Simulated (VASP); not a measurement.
The system is Mo.

```
Mo
1.0
    -1.57342    1.57342    1.57342
     1.57342   -1.57342    1.57342
     1.57342    1.57342   -1.57342
Mo
1
Direct
  0.00000 0.00000 0.00000
```

* Program: VASP 6.6.1
* Task: relaxation of cell and atoms
* Functional: PBE
* Dispersion: D3(BJ)
* Potentials or basis: VASP PAW PBE potentials, release 64 (Mo_sv)
* Cutoff: 600 eV
* k mesh: 15 × 15 × 15
* Occupations: methfessel-paxton, width 0.1 eV
* Spin: no spin polarisation

At the start: pressure -3.4 GPa; volume 15.58 Å³/atom.

Question: How do energy, volume and symmetry change on relaxing?

Answer: Over 3 steps the energy falls by 2.1 meV/atom and the volume is 15.39 Å³/atom (-1.2 %); space group Im-3m (No. 229, to 0.05 Å).

Step by step:
```csv
step,energy change (eV),largest force (eV/Å),pressure (GPa),volume (Å³)
1,0.0000,0.0000,-3.41,15.58
2,0.0154,0.0000,10.67,14.84
3,-0.0021,0.0000,-0.04,15.39
```

Final structure:
```yaml
crystal:
  lattice:
    - [-1.56689, 1.56689, 1.56689]
    - [1.56689, -1.56689, 1.56689]
    - [1.56689, 1.56689, -1.56689]
  atoms:
    - { symbol: Mo, position: [0.00000, 0.00000, 0.00000] }
```

Caveat: pairwise dispersion overbinds metals, which lowers pressure and volume.
